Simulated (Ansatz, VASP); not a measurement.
# BP in VASP and in Ansatz

The input INCAR:

```
SYSTEM = BP
PREC = Accurate
ENCUT = 520
EDIFF = 1E-8
ISMEAR = 1
SIGMA = 0.05
LREAL = .False.
LASPH = .True.
NELM = 100
ALGO = Normal
ISIF = 2
LWAVE = .False.
LCHARG = .False.
GGA = PS
LEFG = .True.
NBANDS = 11
```

KPOINTS

```
regular mesh
0
Gamma
  16 16 16
  0 0 0
```

POSCAR

```
BP
1.0
    0.0000000000      2.1597997182      2.1597997182
    2.1597997182      0.0000000000      2.1597997182
    2.1597997182      2.1597997182      0.0000000000
B P
1 1
Direct
    0.0000000000      0.0000000000      0.0000000000
    0.5000000000      0.5000000000      0.5000000000
```

Input for Ansatz:

```yaml
crystal:
  lattice:
    - [0.0, 2.1597997182, 2.1597997182]
    - [2.1597997182, 0.0, 2.1597997182]
    - [2.1597997182, 2.1597997182, 0.0]
  atoms:
    - { symbol: B, position: [0.0, 0.0, 0.0] }
    - { symbol: P, position: [0.5, 0.5, 0.5] }
kpoints:
  mp_grid: { grid: [16, 16, 16] }
  band_path:
    path:
      - [0.0, 0.0, 0.0]
      - [0.5, 0.0, 0.5]
      - [0.625, 0.25, 0.625]
      - [0.375, 0.375, 0.75]
      - [0.0, 0.0, 0.0]
      - [0.5, 0.5, 0.5]
      - [0.5, 0.25, 0.75]
      - [0.5, 0.0, 0.5]
    npoints: 14
scf:
  occupations: { method: cold, width: 0.05 }
hamiltonian:
  xc: pbesol
  pseudopotentials: { kind: paw }
output:
  forces: true
  stress: true
  eigenvalues: true
  efg: { contact_densities: true }
  populations: true
```

Alike in both runs: task electric field gradients; functional PBEsol; k mesh 16 × 16 × 16; no spin polarisation.

```csv
,VASP,Ansatz
version,VASP 6.6.1,Ansatz 0.2.0
potentials or method,"VASP PAW PBE potentials, release 64 (B, P)","PAW with Ansatz's default frozen-core files, scalar-relativistic"
plane-wave cutoff (eV),520,420
occupations,"methfessel-paxton of order 1, width 0.05 eV","cold, width 0.05 eV"
valence electrons in the cell,8,8
```

|  | VASP | Ansatz | Ansatz less VASP |
| --- | --- | --- | --- |
| gap on the k mesh at the Fermi level (eV) | none | none | - |
| pressure (GPa) | -3.5 | -3.7 | -0.18 |

VASP's potentials were made for PBE, not for PBEsol. A gap of «none» marks a metal or a gap that the smearing closes.
